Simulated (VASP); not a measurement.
# SiO2 (P4_12_12) in VASP: single point with PBE

Aim: the single point of SiO2 with PBE.

Everything below comes from runs of VASP 6.6.1. Logs are shortened: lines on timing, memory, paths and dates and some standing lists are left out, and cuts for length are marked.

**1. The cell of the first run**

It takes space group P4_12_12 (No. 92, tetragonal). The conventional cell has a = 4.982 Å, b = 4.982 Å, c = 6.963 Å, α = 90.00°, β = 90.00°, γ = 90.00°. Within 2.2 Å of Si (site symmetry 2) lie 4 O at 1.63 Å. O (site symmetry 1) has 2 Si at 1.63 Å within 2.2 Å.

**2. Single point, PBE**

File INCAR:

```
PREC = Accurate ; ENCUT = 600
EDIFF = 1E-6 ; ISMEAR = -1
SIGMA = 0.02 ; LREAL = False
LASPH = True ; NELM = 120
ALGO = Normal ; ISIF = 2
LWAVE = False ; LCHARG = False
GGA = PE ; NBANDS = 44
GGA_COMPAT = False
```

File KPOINTS:

```
regular mesh
0
Gamma
  4 4 3
```

File POSCAR:

```
SiO2
1.0
    4.9820000000      0.0000000000      0.0000000000
    0.0000000000      4.9820000000      0.0000000000
    0.0000000000      0.0000000000      6.9630000000
Si O
4 8
Direct
    0.3039018416      0.3039018416      0.0000000000
    0.1960981584      0.8039018416      0.2500000000
    0.6960981584      0.6960981584      0.5000000000
    0.8039018416      0.1960981584      0.7500000000
    0.2373186939      0.1139629102      0.1837361139
    0.3860370898      0.7373186939      0.4337361139
    0.7626813061      0.8860370898      0.6837361139
    0.6139629102      0.2626813061      0.9337361139
    0.7373186939      0.3860370898      0.5662638861
    0.8860370898      0.7626813061      0.3162638861
    0.2626813061      0.6139629102      0.0662638861
    0.1139629102      0.2373186939      0.8162638861
```

Potentials or basis: VASP PAW PBE potentials, release 64 (Si, O).

Started as:

```console
$ cat potpaw_PBE.64/Si/POTCAR potpaw_PBE.64/O/POTCAR > POTCAR
$ mpirun -np 1 vasp_std > vasp.out
```

OUTCAR:

```text
PREC = Accurate
   ENCUT = 600
   EDIFF = 1E-6
   ISMEAR = -1
   LREAL = False
   LASPH = True
   NELM = 120
   ISIF = 2
   GGA = PE

 ion  position               nearest neighbor table
   1  0.304  0.304  0.000-   8 1.63  11 1.63   5 1.63  12 1.63   2 3.09   4 3.09   2 3.09   4 3.09

   2  0.196  0.804  0.250-   5 1.63  10 1.63   6 1.63  11 1.63   1 3.09   3 3.09   1 3.09   3 3.09

   3  0.696  0.696  0.500-   6 1.63   9 1.63   7 1.63  10 1.63   2 3.09   4 3.09   4 3.09   2 3.09

   4  0.804  0.196  0.750-   7 1.63  12 1.63   9 1.63   8 1.63   1 3.09   3 3.09   3 3.09   1 3.09

   5  0.237  0.114  0.184-   2 1.63   1 1.63
   6  0.386  0.737  0.434-   3 1.63   2 1.63
   7  0.763  0.886  0.684-   4 1.63   3 1.63
   8  0.614  0.263  0.934-   1 1.63   4 1.63
   9  0.737  0.386  0.566-   3 1.63   4 1.63
  10  0.886  0.763  0.316-   2 1.63   3 1.63
  11  0.263  0.614  0.066-   1 1.63   2 1.63
  12  0.114  0.237  0.816-   4 1.63   1 1.63

  LATTYP: Found a simple tetragonal cell.
 ALAT       =     4.9820000000
 C/A-ratio  =     1.3976314733

  Lattice vectors:

 A1 = (   4.9820000000,   0.0000000000,   0.0000000000)
 A2 = (   0.0000000000,   4.9820000000,   0.0000000000)
 A3 = (   0.0000000000,   0.0000000000,   6.9630000000)

Analysis of symmetry for initial positions (statically):
=====================================================================
 Subroutine PRICEL returns:
 Original cell was already a primitive cell.

 Routine SETGRP: Setting up the symmetry group for a
 simple tetragonal supercell.

 Subroutine GETGRP returns: Found  8 space group operations
 (whereof  2 operations were pure point group operations)
 out of a pool of 16 trial point group operations.

The static configuration has the point symmetry C_2 .
 The point group associated with its full space group is D_4 .

Analysis of symmetry for dynamics (positions and initial velocities):
=====================================================================
 Subroutine PRICEL returns:
 Original cell was already a primitive cell.

 Routine SETGRP: Setting up the symmetry group for a
 simple tetragonal supercell.

 Subroutine GETGRP returns: Found  8 space group operations
 (whereof  2 operations were pure point group operations)
 out of a pool of 16 trial point group operations.

The dynamic configuration has the point symmetry C_2 .
[... 114 lines left out ...]
   ISYM   =      2    0-nonsym 1-usesym 2-fastsym
   POTIM  = 0.5000    time-step for ionic-motion
   TEBEG  =    0.0;   TEEND  =   0.0 temperature during run
   PSTRESS=    0.0 pullay stress
   NELECT =      64.0000    total number of electrons
   NUPDOWN=      -1.0000    fix difference up-down
   EMIN   =  10.00;   EMAX   =-10.00  energy-range for DOS
   EFERMI =   0.00;   METHOD = LEGACY
   ISMEAR =    -1;   SIGMA  =   0.02  broadening in eV -4-tet -1-fermi 0-gaus
   EFERMI_NEDOS =   21; number of points for ismear=-14 and -15
   IALGO  =     38    algorithm
   IMIX   =      4    mixing-type and parameters
     AMIX     =   0.40;   BMIX     =  1.00
     AMIX_MAG =   1.60;   BMIX_MAG =  1.00
  volume/ion in A,a.u.               =      14.40        97.19
  Fermi-wavevector in a.u.,A,eV,Ry     =   1.175620  2.221599 18.804365  1.382082
  Thomas-Fermi vector in A             =   2.311997
   LORBIT       =      0    0 simple, 1 ext, 2 COOP (PROOUT), +10 PAW based schemes
   GGA     = PE    functional components
   LHFCALC =     F    Hartree Fock is set to
   AEXX    =    0.0000 exact exchange contribution
   IVDW    =     0    specifies the selected vdW correction
   LEPSILON=     F    determine dielectric tensor
   LRPA    =     F    only Hartree local field effects (RPA)
 non-spin polarized calculation
  energy-cutoff  :      600.00
  volume of cell :      172.82
 maximum number of plane-waves:      5786
 NGX is ok and might be reduce to    40
   NGX = 19   NGY = 19   NGZ = 27

 number of electron      63.9999988 magnetization

 Free energy of the ion-electron system (eV)
  ---------------------------------------------------
  ext. energy  EPLUGINS =         0.00000000
  ---------------------------------------------------
  free energy    TOTEN  =       -94.93175156 eV

  energy without entropy =      -94.93175156  energy(sigma->0) =      -94.93175156

 E-fermi :   0.5517     XC(G=0):  -8.4368

 val. band max:        0.0841247894   @ k =   0.0000   0.0000   0.0000
 cond. band min:       5.6967936406   @ k =   0.0000   0.0000   0.0000
 fundamental gap:      5.6126688513
 Fermi energy:         0.5516646880

 k-point     1 :       0.0000    0.0000    0.0000
  band No.  band energies     occupation
      1     -19.2632      2.00000
      2     -18.3816      2.00000
      3     -18.3816      2.00000
      4     -17.2597      2.00000
      5     -17.1894      2.00000
      6     -17.1891      2.00000
[... 553 lines left out ...]
     43      10.5792      0.00000
     44      10.5792      0.00000

------------------------ aborting loop because EDIFF is reached ----------------------------------------

  FORCE on cell =-STRESS in cart. coord.  units (eV):
  Direction    XX          YY          ZZ          XY          YZ          ZX
  --------------------------------------------------------------------------------------
  -------------------------------------------------------------------------------------
  Total        1.2041664      1.2041664      0.6632006      0.0000000      0.0000000      0.0000000
  in kB       11.1633172     11.1633172      6.1482515      0.0000000      0.0000000      0.0000000
  external PRESSURE =       9.4916286 kB  Pullay stress =       0.0000000 kB

 VOLUME and BASIS-vectors are now :
 -----------------------------------------------------------------------------
  energy-cutoff  :      600.00
  volume of cell :      172.82
      direct lattice vectors                 reciprocal lattice vectors
     4.982000000  0.000000000  0.000000000     0.200722601  0.000000000  0.000000000
     0.000000000  4.982000000  0.000000000     0.000000000  0.200722601  0.000000000
     0.000000000  0.000000000  6.963000000     0.000000000  0.000000000  0.143616257

 POSITION                                       TOTAL-FORCE (eV/Angst)
 -----------------------------------------------------------------------------------
      1.51404      1.51404      0.00000         0.021811      0.021811      0.000000
      0.97696      4.00504      1.74075        -0.021811      0.021811      0.000000
      3.46796      3.46796      3.48150        -0.021811     -0.021811      0.000000
      4.00504      0.97696      5.22225         0.021811     -0.021811      0.000000
      1.18232      0.56776      1.27935         0.000368     -0.006533     -0.003891
      1.92324      3.67332      3.02010         0.006533      0.000368     -0.003891
      3.79968      4.41424      4.76085        -0.000368      0.006533     -0.003891
      3.05876      1.30868      6.50160        -0.006533     -0.000368     -0.003891
      3.67332      1.92324      3.94290         0.000368      0.006533      0.003891
      4.41424      3.79968      2.20215         0.006533     -0.000368      0.003891
      1.30868      3.05876      0.46140        -0.000368     -0.006533      0.003891
      0.56776      1.18232      5.68365        -0.006533      0.000368      0.003891
 -----------------------------------------------------------------------------------
    total drift:                               -0.000000      0.000000      0.000000

  FREE ENERGIE OF THE ION-ELECTRON SYSTEM (eV)
  ---------------------------------------------------
  free  energy   TOTEN  =       -94.9317515606 eV

  energy  without entropy=      -94.9317515606  energy(sigma->0) =      -94.93175156
```

stdout:

```text
POSCAR found type information on POSCAR SiO
 POSCAR found :  2 types and      12 ions
 scaLAPACK will be used
 LDA part: xc-table for (Slater+PW92), standard interpolation
 POSCAR, INCAR and KPOINTS ok, starting setup
 FFT: planning ... GRIDC
 FFT: planning ... GRID_SOFT
 FFT: planning ... GRID
 WAVECAR not read
 entering main loop
```

Run time: 87 s. Hardware: 1 thread of Intel Xeon Platinum 8259CL at 2.50GHz (Skylake/Cascade Lake), shared host; peak memory 0.3 GiB.

What came out:

```
Free energy            : -94.9318 eV
Pressure               : 0.9 GPa
Largest force          : 0.031 eV/Å
Band gap on the k mesh : 5.61 eV
```

Forces in eV/Å, atoms in the order of the input:
```
Si   0.022  0.022  0.000
Si  -0.022  0.022  0.000
Si  -0.022 -0.022  0.000
Si   0.022 -0.022  0.000
O    0.000 -0.007 -0.004
O    0.007  0.000 -0.004
O    0.000  0.007 -0.004
O   -0.007  0.000 -0.004
O    0.000  0.007  0.004
O    0.007  0.000  0.004
O    0.000 -0.007  0.004
O   -0.007  0.000  0.004
```

Stress tensor (GPa, compression positive):
```
1.12 0.00 0.00
0.00 1.12 0.00
0.00 0.00 0.61
```

Levels at points of the mesh, in eV from the valence-band top:
```tsv
k point	band 29	band 30	band 31	band 32	band 33	band 34	band 35	band 36
(0.00, 0.00, 0.00)	-0.66	-0.33	-0.33	0.00	5.61	8.75	8.75	9.14
(0.50, 0.00, 0.00)	-0.64	-0.64	-0.49	-0.49	7.65	7.65	9.20	9.20
(0.50, 0.50, 0.00)	-0.57	-0.57	-0.52	-0.52	8.63	8.63	8.69	8.69
```

PBE gaps usually lie below the measured ones, often by a third to a half.
